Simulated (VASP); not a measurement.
# MnO (Fm-3m) in VASP: a series of runs

The runs below take MnO through single point, with revPBE+D3(BJ), PBE+D3(BJ).

All numbers are computed with VASP 6.6.1; they aren't measurements. Logs are shortened: lines on timing, memory, paths and dates and some standing lists are left out, and cuts for length are marked.

## 1. The cell of the first run

It takes space group Fm-3m (No. 225, cubic). The conventional cell has a = 4.454 Å, b = 4.454 Å, c = 4.454 Å, α = 90.00°, β = 90.00°, γ = 90.00°. Within 2.9 Å of Mn (site symmetry m-3m) lie 6 O at 2.23 Å. Within 2.9 Å of O (site symmetry m-3m) lie 6 Mn at 2.23 Å.

## 2. Single point, revPBE+D3(BJ), collinear spin, ferromagnetic start

INCAR

```
PREC = Accurate
ENCUT = 520
EDIFF = 1E-6
ISMEAR = -1
SIGMA = 0.05
LREAL = F
LASPH = T
NELM = 150
ALGO = Normal
ISIF = 2
LWAVE = F
LCHARG = F
ISPIN = 2
MAGMOM = 4 0
LORBIT = 11
LMAXMIX = 4
GGA = RE
IVDW = 12
NBANDS = 20
```

KPOINTS

```
Automatic mesh
0
Gamma
  10 10 10
```

POSCAR

```
MnO
1.0
    0.0000000000      2.2272037619      2.2272037619
    2.2272037619      0.0000000000      2.2272037619
    2.2272037619      2.2272037619      0.0000000000
Mn O
1 1
Direct
    0.0000000000      0.0000000000      0.0000000000
    0.5000000000      0.5000000000      0.5000000000
```

Potentials or basis: VASP PAW PBE potentials, release 64 (Mn_pv, O).

Command:

```
$ cat potpaw_PBE.64/Mn_pv/POTCAR potpaw_PBE.64/O/POTCAR > POTCAR
$ mpirun -np 1 vasp_std > vasp.out
```

OUTCAR:

```text
PREC = Accurate
   ENCUT = 520
   EDIFF = 1E-6
   ISMEAR = -1
   LREAL = F
   LASPH = T
   NELM = 150
   ISIF = 2
   ISPIN = 2
   LORBIT = 11
   GGA = RE
   IVDW = 12
 IVDW          = 12

 ion  position               nearest neighbor table
   1  0.000  0.000  0.000-   2 2.23   2 2.23   2 2.23   2 2.23   2 2.23   2 2.23
   2  0.500  0.500  0.500-   1 2.23   1 2.23   1 2.23   1 2.23   1 2.23   1 2.23

  LATTYP: Found a face centered cubic cell.
 ALAT       =     4.4544075238

  Lattice vectors:

 A1 = (   0.0000000000,   2.2272037619,   2.2272037619)
 A2 = (   2.2272037619,   0.0000000000,   2.2272037619)
 A3 = (   2.2272037619,   2.2272037619,   0.0000000000)

Analysis of symmetry for initial positions (statically):
=====================================================================
 Subroutine PRICEL returns:
 Original cell was already a primitive cell.

 Routine SETGRP: Setting up the symmetry group for a
 face centered cubic supercell.

 Subroutine GETGRP returns: Found 48 space group operations
 (whereof 48 operations were pure point group operations)
 out of a pool of 48 trial point group operations.

The static configuration has the point symmetry O_h .

Analysis of symmetry for dynamics (positions and initial velocities):
=====================================================================
 Subroutine PRICEL returns:
 Original cell was already a primitive cell.

 Routine SETGRP: Setting up the symmetry group for a
 face centered cubic supercell.

 Subroutine GETGRP returns: Found 48 space group operations
 (whereof 48 operations were pure point group operations)
 out of a pool of 48 trial point group operations.

The dynamic configuration has the point symmetry O_h .

Analysis of structural, dynamic, and magnetic symmetry:
=====================================================================
 Subroutine PRICEL returns:
 Original cell was already a primitive cell.

 Routine SETGRP: Setting up the symmetry group for a
 face centered cubic supercell.

 Subroutine GETGRP returns: Found 48 space group operations
 (whereof 48 operations were pure point group operations)
 out of a pool of 48 trial point group operations.

The overall configuration has the point symmetry O_h .

 Subroutine INISYM returns: Found 48 space group operations
 (whereof 48 operations are pure point group operations),
 and found     1 'primitive' translations
[... 112 lines left out ...]
   IALGO  =     38    algorithm
   IMIX   =      4    mixing-type and parameters
     AMIX     =   0.40;   BMIX     =  1.00
     AMIX_MAG =   1.60;   BMIX_MAG =  1.00
  volume/ion in A,a.u.               =      11.05        74.55
  Fermi-wavevector in a.u.,A,eV,Ry     =   1.556764  2.941857 32.973907  2.423514
  Thomas-Fermi vector in A             =   2.660512
   LORBIT       =     11    0 simple, 1 ext, 2 COOP (PROOUT), +10 PAW based schemes
   GGA     = RE    functional components
   LHFCALC =     F    Hartree Fock is set to
   AEXX    =    0.0000 exact exchange contribution
   IVDW    =    12    specifies the selected vdW correction
   LEPSILON=     F    determine dielectric tensor
   LRPA    =     F    only Hartree local field effects (RPA)
 spin polarized calculation
  energy-cutoff  :      520.00
  volume of cell :       22.10
 maximum number of plane-waves:       610
   NGX = 11   NGY = 11   NGZ = 11

 number of electron      18.9999990 magnetization       4.8189479

 Free energy of the ion-electron system (eV)
  ---------------------------------------------------
  ext. energy  EPLUGINS =         0.00000000
  ---------------------------------------------------
  free energy    TOTEN  =       -15.80397338 eV

  energy without entropy =      -15.79747211  energy(sigma->0) =      -15.80072274

 E-fermi :   7.5772     XC(G=0): -11.6666

 val. band max:        7.5658061433   @ k =   0.4000   0.0000   0.0000
 cond. band min:       7.7009592477   @ k =  -0.3000   0.2000   0.0000
 fundamental gap:      0.1351531044
 Fermi energy:         7.5772020673

 spin component 1

 k-point     1 :       0.0000    0.0000    0.0000
  band No.  band energies     occupation
      1     -42.8635      1.00000
      2     -42.8635      1.00000
      3     -42.8635      1.00000
      4     -12.6781      1.00000
      5       3.8908      1.00000
      6       3.8908      1.00000
[... 541 lines left out ...]
     19      32.2177      0.00000
     20      34.0004      0.00000

 [... further k-points ...]

 spin component 2

 k-point     1 :       0.0000    0.0000    0.0000
  band No.  band energies     occupation
      1     -38.1215      1.00000
      2     -38.1215      1.00000
      3     -38.1215      1.00000
      4     -12.2370      1.00000
      5       4.2721      1.00000
      6       4.2721      1.00000
[... 541 lines left out ...]
     19      33.2697      0.00000
     20      35.0877      0.00000

 [... further k-points ...]

------------------------ aborting loop because EDIFF is reached ----------------------------------------

 Edisp (eV)   -1.18397

 E8    (eV) :    -0.7985

  FORCE on cell =-STRESS in cart. coord.  units (eV):
  Direction    XX          YY          ZZ          XY          YZ          ZX
  --------------------------------------------------------------------------------------
  -------------------------------------------------------------------------------------
  Total       0.02740     0.02740     0.02740     0.00000     0.00000     0.00000
  in kB       1.98674     1.98674     1.98674     0.00000     0.00000     0.00000
  external pressure =        1.99 kB  Pullay stress =        0.00 kB

 VOLUME and BASIS-vectors are now :
 -----------------------------------------------------------------------------
  energy-cutoff  :      520.00
  volume of cell :       22.10
      direct lattice vectors                 reciprocal lattice vectors
     0.000000000  2.227203762  2.227203762    -0.224496747  0.224496747  0.224496747
     2.227203762  0.000000000  2.227203762     0.224496747 -0.224496747  0.224496747
     2.227203762  2.227203762  0.000000000     0.224496747  0.224496747 -0.224496747

 POSITION                                       TOTAL-FORCE (eV/Angst)
 -----------------------------------------------------------------------------------
      0.00000      0.00000      0.00000         0.000000      0.000000      0.000000
      2.22720      2.22720      2.22720        -0.000000     -0.000000     -0.000000
 -----------------------------------------------------------------------------------
    total drift:                                0.000000     -0.000000     -0.000000

  FREE ENERGIE OF THE ION-ELECTRON SYSTEM (eV)
  ---------------------------------------------------
  free  energy   TOTEN  =       -16.9879392904 eV

  energy  without entropy=      -16.9814380215  energy(sigma->0) =      -16.98468866

 total charge

# of ion       s       p       d       tot
------------------------------------------
    1        0.199   6.173   4.968  11.340
    2        1.564   3.423   0.000   4.987
--------------------------------------------------
tot          1.763   9.596   4.968  16.327

 magnetization (x)

# of ion       s       p       d       tot
------------------------------------------
    1        0.034   0.027   4.315   4.376
    2        0.029   0.170   0.000   0.200
--------------------------------------------------
tot          0.063   0.197   4.315   4.576
```

OSZICAR:

```text
N       E                     dE             d eps       ncg     rms          rms(c)
DAV:   1     0.173987307828E+03    0.17399E+03   -0.10282E+04  3776   0.112E+03
DAV:   2    -0.928352037633E+01   -0.18327E+03   -0.17062E+03  3816   0.329E+02
DAV:   3    -0.180011676191E+02   -0.87176E+01   -0.86218E+01  4296   0.772E+01
DAV:   4    -0.180678575121E+02   -0.66690E-01   -0.66673E-01  4276   0.697E+00
DAV:   5    -0.180684281472E+02   -0.57064E-03   -0.57062E-03  4220   0.646E-01    0.139E+01
DAV:   6    -0.160664055936E+02    0.20020E+01   -0.96622E+00  5084   0.339E+01    0.134E+01
DAV:   7    -0.158083779505E+02    0.25803E+00   -0.12031E+00  4288   0.155E+01    0.800E+00
DAV:   8    -0.158117209791E+02   -0.33430E-02   -0.10933E-01  4104   0.251E+00    0.465E+00
DAV:   9    -0.158025153801E+02    0.92056E-02   -0.37195E-02  3880   0.200E+00    0.936E-01
DAV:  10    -0.158034070814E+02   -0.89170E-03   -0.55356E-03  3960   0.776E-01    0.265E-01
DAV:  11    -0.158038564079E+02   -0.44933E-03   -0.82751E-04  4204   0.276E-01    0.991E-02
DAV:  12    -0.158039447620E+02   -0.88354E-04   -0.43864E-05  4184   0.803E-02    0.323E-02
DAV:  13    -0.158039650088E+02   -0.20247E-04   -0.14332E-05  4248   0.337E-02    0.318E-02
DAV:  14    -0.158039733907E+02   -0.83818E-05   -0.59515E-06  4120   0.193E-02    0.552E-03
DAV:  15    -0.158039733794E+02    0.11277E-07   -0.20055E-07  2420   0.414E-03
   1 F= -.16987939E+02 E0= -.16984689E+02  d E =-.650127E-02  mag=     4.8190
```

stdout:

```text
POSCAR found type information on POSCAR MnO
 POSCAR found :  2 types and       2 ions
 scaLAPACK will be used
 -----------------------------------------------------------------------------
|                                                                             |
|                                                                             |
|     You enforced a specific xc type in the INCAR file but a different       |
|     I HOPE YOU KNOW WHAT YOU ARE DOING!                                     |
|                                                                             |
 -----------------------------------------------------------------------------

 LDA part: xc-table for (Slater+PW92), standard interpolation
 POSCAR, INCAR and KPOINTS ok, starting setup
 FFT: planning ... GRIDC
 FFT: planning ... GRID_SOFT
 FFT: planning ... GRID
 WAVECAR not read
 entering main loop
```

It took 14 s on 1 thread of Intel Xeon 6975P-C (Granite Rapids), shared host; peak memory 0.17 GiB.

What came out:

```yaml
Free_energy: -16.9879 eV
Pressure: 0.2 GPa
Net_moment: 4.82 μB per cell
Site_moments: Mn +4.38; O +0.20 μB
Valence_electrons_inside_the_program's_atomic_spheres: Mn 11.34; O 4.99
Dispersion_energy_per_atom: -0.592 eV
```

Caveat: the PAW data sets were made with another functional, which shifts forces and pressure a little; a cell with one magnetic atom can't hold antiferromagnetic order, which such compounds often take; semilocal functionals often make such compounds metallic where correlation or magnetic order opens a gap, which also shifts bond lengths. With open d or f shells a metallic result of revPBE can be an artefact of self-interaction; +U or a hybrid may open a gap.

## 3. Single point, PBE+D3(BJ), collinear spin, ferromagnetic start

This run uses another cell than the first one, of 11.22 Å³/atom.

INCAR

```
PREC = Accurate ; ENCUT = 520
EDIFF = 1E-7 ; ISMEAR = -1
SIGMA = 0.05 ; LREAL = False
LASPH = True ; NELM = 150
ALGO = Normal ; ISIF = 2
LWAVE = False ; LCHARG = True
ISPIN = 2 ; MAGMOM = 4 0
LORBIT = 11 ; LMAXMIX = 4
GGA = PE ; IVDW = 12
LELF = True ; LVHAR = True
NBANDS = 20
```

KPOINTS is that of step 2.

POSCAR

```
MnO
1.0
    0.0000000000      2.2386359976      2.2386359976
    2.2386359976      0.0000000000      2.2386359976
    2.2386359976      2.2386359976      0.0000000000
Mn O
1 1
Direct
    0.0000000000      0.0000000000      0.0000000000
    0.5000000000      0.5000000000      0.5000000000
```

Potentials or basis: VASP PAW PBE potentials, release 64 (Mn_pv, O).

Command:

```
$ cat potpaw_PBE.64/Mn_pv/POTCAR potpaw_PBE.64/O/POTCAR > POTCAR
$ mpirun -np 1 vasp_std > vasp.out
```

Run time: 15 s. Hardware: 1 thread of Intel Xeon 6975P-C (Granite Rapids), shared host; peak memory 0.17 GiB.

Results (log left out):

```
Free energy                                           : -17.0075 eV
Pressure                                              : -6.8 GPa
Net moment                                            : 4.81 μB per cell
Site moments                                          : Mn +4.37; O +0.20 μB
Valence electrons inside the program's atomic spheres : Mn 11.33; O 4.97
Dispersion energy per atom                            : -0.302 eV
```

Levels at points of the mesh, in eV from the Fermi level:
Spin up:
```csv
k point,band 8,band 9,band 10,band 11,band 12,band 13,band 14,band 15,band 16,band 17
"(0.00, 0.00, 0.00)",-3.16,-3.16,-3.16,-2.65,-2.65,-0.57,13.95,16.20,16.20,16.20
"(0.50, 0.00, 0.00)",-2.31,-2.31,-1.87,0.18,0.18,3.47,7.59,11.77,11.77,18.23
"(0.50, 0.50, 0.00)",-4.12,-2.24,-2.04,-2.04,-1.93,4.91,7.74,10.33,13.47,13.47
```
Spin down:
```
           k point  band 3  band 4  band 5  band 6  band 7  band 8  band 9  band 10  band 11  band 12
(0.00, 0.00, 0.00)  -45.65  -19.61   -3.23   -3.23   -3.23    0.76    0.84     0.84     0.84     1.44
(0.50, 0.00, 0.00)  -45.66  -18.70   -7.15   -4.66   -4.66    1.98    2.02     2.02     3.63     3.63
(0.50, 0.50, 0.00)  -45.67  -18.72   -6.23   -4.18   -4.18   -0.69    2.01     2.17     2.44     2.44
```

Caveat: the cell stands under tension; a cell with one magnetic atom can't hold antiferromagnetic order, which such compounds often take; semilocal functionals often make such compounds metallic where correlation or magnetic order opens a gap, which also shifts bond lengths.
